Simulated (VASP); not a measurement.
# Fe3Ge (Pm-3m) in VASP: settings compared, part 2 of 2

VASP 6.6.1. The steps go on from the part before.

**3. Single point, PBEsol+D3(BJ), collinear spin, ferromagnetic start**

This run uses another cell than the first one, of 11.20 Å³/atom, 1.015 times its volume.

File INCAR:

```
SYSTEM = Fe3Ge
PREC     = Accurate       ! precision mode
ENCUT    = 520            ! plane-wave cutoff, eV
EDIFF    = 1E-6           ! SCF threshold, eV
ISMEAR   = -1             ! smearing method
SIGMA    = 0.1            ! smearing width, eV
LREAL    = .False.        ! projectors in reciprocal space
LASPH    = .True.         ! aspherical terms in the spheres
NELM     = 150            ! most SCF steps
ALGO     = Normal         ! electronic algorithm
ISIF     = 2              ! what is computed and relaxed
LWAVE    = .False.        ! write WAVECAR
LCHARG   = .False.        ! write CHGCAR
ISPIN    = 2              ! spin polarisation
MAGMOM   = 4.5 4.5 4.5 0  ! initial moments
LORBIT   = 11             ! projections on sites
LMAXMIX  = 4              ! l up to which the mixer works
GGA      = PS             ! functional
IVDW     = 12             ! dispersion correction
NBANDS   = 31             ! bands
```

File KPOINTS:

```
regular mesh
0
Gamma
  6 6 6
  0 0 0
```

File POSCAR:

```
Fe3Ge
1.0
    3.5511802107      0.0000000000      0.0000000000
    0.0000000000      3.5511802107      0.0000000000
    0.0000000000      0.0000000000      3.5511802107
Fe Ge
3 1
Direct
    0.0000000000      0.5000000000      0.5000000000
    0.5000000000      0.5000000000      0.0000000000
    0.5000000000      0.0000000000      0.5000000000
    0.0000000000      0.0000000000      0.0000000000
```

Potentials or basis: VASP PAW PBE potentials, release 64 (Fe, Ge_d).

Launch:

```console
> cat potpaw_PBE.64/Fe/POTCAR potpaw_PBE.64/Ge_d/POTCAR > POTCAR
> mpirun -np 1 vasp_std > vasp.out
```

It took 37 s on 1 thread of Intel Xeon Platinum 8375C at 2.90GHz (Ice Lake), shared host; peak memory 0.2 GiB.

Results (log left out):

```
Free energy                                           : -33.8077 eV
Pressure                                              : 0.3 GPa
Net moment                                            : 6.05 μB per cell
Site moments                                          : Fe +2.04; Ge -0.12 μB
Valence electrons inside the program's atomic spheres : Fe 7.41; Ge 12.60
Dispersion energy per atom                            : -0.386 eV
```

Levels at points of the mesh, in eV from the Fermi level:
Spin up:
```csv
k point,band 18,band 19,band 20,band 21,band 22,band 23,band 24,band 25,band 26,band 27
"(0.00, 0.00, 0.00)",-1.19,-1.19,-1.19,-0.44,-0.04,-0.04,-0.04,3.95,7.31,7.31
"(0.50, 0.00, 0.00)",-1.75,-1.75,-1.61,-1.05,-0.03,3.54,3.54,4.62,5.88,5.88
"(0.50, 0.50, 0.00)",-1.96,-1.68,-1.66,-1.44,-1.24,0.62,0.62,5.64,6.17,8.75
"(0.50, 0.50, 0.50)",-2.13,-1.73,-1.73,-0.63,-0.33,-0.33,-0.33,0.45,4.77,4.77
```
Spin down:
```csv
k point,band 14,band 15,band 16,band 17,band 18,band 19
"(0.00, 0.00, 0.00)",-1.10,-1.10,0.10,0.10,0.10,1.34
"(0.50, 0.00, 0.00)",-1.19,-0.76,-0.48,0.12,0.12,0.30
"(0.50, 0.50, 0.00)",-1.03,-1.03,-0.14,0.10,0.10,0.18
"(0.50, 0.50, 0.50)",-1.06,-1.06,-0.35,0.25,0.25,0.25
```

Caveat: the PAW data sets were made with another functional, which shifts forces and pressure a little; pairwise dispersion overbinds metals, which lowers pressure and volume.

**4. Single point, PBEsol, collinear spin, ferromagnetic start**

This run uses another cell than the first one, of 11.49 Å³/atom, 1.041 times its volume.

INCAR, as its differences from that of step 3:

```diff
@@ -18,3 +18,2 @@
 GGA      = PS             ! functional
-IVDW     = 12             ! dispersion correction
 NBANDS   = 31             ! bands
```

File KPOINTS:

```
Automatic mesh
0
Gamma
  6 6 6
  0 0 0
```

File POSCAR:

```
Fe3Ge
1.0
    3.5819196513      0.0000000000      0.0000000000
    0.0000000000      3.5819196513      0.0000000000
    0.0000000000      0.0000000000      3.5819196513
Fe Ge
3 1
Direct
    0.0000000000      0.5000000000      0.5000000000
    0.5000000000      0.5000000000      0.0000000000
    0.5000000000      0.0000000000      0.5000000000
    0.0000000000      0.0000000000      0.0000000000
```

Potentials or basis: VASP PAW PBE potentials, release 64 (Fe, Ge_d).

Launch:

```console
> cat potpaw_PBE.64/Fe/POTCAR potpaw_PBE.64/Ge_d/POTCAR > POTCAR
> mpirun -np 1 vasp_std > vasp.out
```

OUTCAR:

```text
SYSTEM = Fe3Ge
   PREC = Accurate
   ENCUT = 520
   EDIFF = 1E-6
   ISMEAR = -1
   LREAL = .False.
   LASPH = .True.
   NELM = 150
   ISIF = 2
   ISPIN = 2
   LORBIT = 11
   GGA = PS

 ion  position               nearest neighbor table
   1  0.000  0.500  0.500-   2 2.53   3 2.53   4 2.53   2 2.53   4 2.53   3 2.53   4 2.53   4 2.53
                             2 2.53   3 2.53   2 2.53   3 2.53
   2  0.500  0.500  0.000-   1 2.53   3 2.53   4 2.53   1 2.53   3 2.53   3 2.53   4 2.53   3 2.53
                             1 2.53   4 2.53   1 2.53   4 2.53
   3  0.500  0.000  0.500-   1 2.53   2 2.53   4 2.53   2 2.53   4 2.53   1 2.53   2 2.53   2 2.53
                             1 2.53   4 2.53   4 2.53   1 2.53
   4  0.000  0.000  0.000-   1 2.53   2 2.53   3 2.53   1 2.53   3 2.53   1 2.53   2 2.53   1 2.53
                             2 2.53   3 2.53   3 2.53   2 2.53

  LATTYP: Found a simple cubic cell.
 ALAT       =     3.5819196513

  Lattice vectors:

 A1 = (   3.5819196513,   0.0000000000,   0.0000000000)
 A2 = (   0.0000000000,   3.5819196513,   0.0000000000)
 A3 = (   0.0000000000,   0.0000000000,   3.5819196513)

Analysis of symmetry for initial positions (statically):
=====================================================================
 Subroutine PRICEL returns:
 Original cell was already a primitive cell.

 Routine SETGRP: Setting up the symmetry group for a
 simple cubic supercell.

 Subroutine GETGRP returns: Found 48 space group operations
 (whereof 48 operations were pure point group operations)
 out of a pool of 48 trial point group operations.

The static configuration has the point symmetry O_h .

Analysis of symmetry for dynamics (positions and initial velocities):
=====================================================================
 Subroutine PRICEL returns:
 Original cell was already a primitive cell.

 Routine SETGRP: Setting up the symmetry group for a
 simple cubic supercell.

 Subroutine GETGRP returns: Found 48 space group operations
 (whereof 48 operations were pure point group operations)
 out of a pool of 48 trial point group operations.

[... 166 lines left out ...]
 cond. band min:       7.8255536025   @ k =   0.1667   0.0000   0.0000
 fundamental gap:      0.0246978094
 Fermi energy:         7.8194440925

 spin component 1

 k-point     1 :       0.0000    0.0000    0.0000
  band No.  band energies     occupation
      1     -16.8798      1.00000
      2     -16.8798      1.00000
      3     -16.8718      1.00000
      4     -16.8718      1.00000
      5     -16.8718      1.00000
      6      -4.7684      1.00000
[... 669 lines left out ...]
     30      24.2585      0.00000
     31      24.2585      0.00000
 Fermi energy:         7.8194440925

 spin component 2

 k-point     1 :       0.0000    0.0000    0.0000
  band No.  band energies     occupation
      1     -16.9021      1.00000
      2     -16.9021      1.00000
      3     -16.8912      1.00000
      4     -16.8912      1.00000
      5     -16.8912      1.00000
      6      -4.6842      1.00000
[... 669 lines left out ...]
     30      24.3166      0.00000
     31      24.3166      0.00000

------------------------ aborting loop because EDIFF is reached ----------------------------------------

  FORCE on cell =-STRESS in cart. coord.  units (eV):
  Direction    XX          YY          ZZ          XY          YZ          ZX
  --------------------------------------------------------------------------------------
  -------------------------------------------------------------------------------------
  Total        0.0903528      0.0903528      0.0903528      0.0000000     -0.0000000      0.0000000
  in kB        3.1499581      3.1499581      3.1499581      0.0000000     -0.0000000      0.0000000
  external PRESSURE =       3.1499581 kB  Pullay stress =       0.0000000 kB

 VOLUME and BASIS-vectors are now :
 -----------------------------------------------------------------------------
  energy-cutoff  :      520.00
  volume of cell :       45.96
      direct lattice vectors                 reciprocal lattice vectors
     3.581919651  0.000000000  0.000000000     0.279179908  0.000000000  0.000000000
     0.000000000  3.581919651  0.000000000     0.000000000  0.279179908  0.000000000
     0.000000000  0.000000000  3.581919651     0.000000000  0.000000000  0.279179908

 POSITION                                       TOTAL-FORCE (eV/Angst)
 -----------------------------------------------------------------------------------
      0.00000      1.79096      1.79096         0.000000      0.000000      0.000000
      1.79096      1.79096      0.00000         0.000000      0.000000      0.000000
      1.79096      0.00000      1.79096         0.000000      0.000000      0.000000
      0.00000      0.00000      0.00000         0.000000      0.000000      0.000000
 -----------------------------------------------------------------------------------
    total drift:                               -0.000000      0.000000      0.000000

  FREE ENERGIE OF THE ION-ELECTRON SYSTEM (eV)
  ---------------------------------------------------
  free  energy   TOTEN  =       -32.2869900795 eV

  energy  without entropy=      -32.1789099250  energy(sigma->0) =      -32.23295000

 total charge

# of ion       s       p       d       tot
------------------------------------------
    1        0.456   0.558   6.335   7.348
    2        0.456   0.558   6.335   7.348
    3        0.456   0.558   6.335   7.348
    4        1.085   1.342  10.131  12.558
--------------------------------------------------
tot          2.454   3.015  29.134  34.603

 magnetization (x)

# of ion       s       p       d       tot
------------------------------------------
    1        0.001  -0.004   2.086   2.084
    2        0.001  -0.004   2.086   2.084
    3        0.001  -0.004   2.086   2.084
    4        0.001  -0.139   0.013  -0.126
--------------------------------------------------
tot          0.005  -0.151   6.271   6.125
```

stdout:

```text
POSCAR found type information on POSCAR FeGe
 POSCAR found :  2 types and       4 ions
 scaLAPACK will be used
 -----------------------------------------------------------------------------
|                                                                             |
|                                                                             |
|     You enforced a specific xc type in the INCAR file but a different       |
|     I HOPE YOU KNOW WHAT YOU ARE DOING!                                     |
|                                                                             |
 -----------------------------------------------------------------------------

 LDA part: xc-table for (Slater+PW92), standard interpolation
 POSCAR, INCAR and KPOINTS ok, starting setup
 FFT: planning ... GRIDC
 FFT: planning ... GRID_SOFT
 FFT: planning ... GRID
 WAVECAR not read
 entering main loop
```

Run time: 39 s. Hardware: 1 thread of Intel Xeon Platinum 8375C at 2.90GHz (Ice Lake), shared host; peak memory 0.19 GiB.

What came out:

```yaml
Free_energy: -32.2870 eV
Pressure: 0.3 GPa
Net_moment: 6.17 μB per cell
Site_moments: Fe +2.08; Ge -0.13 μB
Valence_electrons_inside_the_program's_atomic_spheres: Fe 7.35; Ge 12.56
```

Caveat: the PAW data sets were made with another functional, which shifts forces and pressure a little.

**5. Overview**

| level | potentials or basis | cell | gap on the mesh (eV) | pressure (GPa) | moment (μB) |
| --- | --- | --- | --- | --- | --- |
| LDA | VASP PAW LDA potentials, release 64 (Fe, Ge_d) | a = 3.534 Å, 4 atoms | none | -0.7 | 5.39 |
| PBEsol+D3(BJ) | VASP PAW PBE potentials, release 64 (Fe, Ge_d) | a = 3.551 Å, 4 atoms | none | 0.3 | 6.05 |
| PBEsol | VASP PAW PBE potentials, release 64 (Fe, Ge_d) | a = 3.582 Å, 4 atoms | none | 0.3 | 6.17 |

Alike in all rows: task single point; spin collinear, ferromagnetic start; k mesh 6 × 6 × 6; cutoff (eV) 520; smearing fermi-dirac 0.1 eV.

Caveats: the PAW data sets were made with another functional, which shifts forces and pressure a little (some runs); pairwise dispersion overbinds metals, which lowers pressure and volume (some runs).

Absolute energies hang on the potentials; compare differences alone.
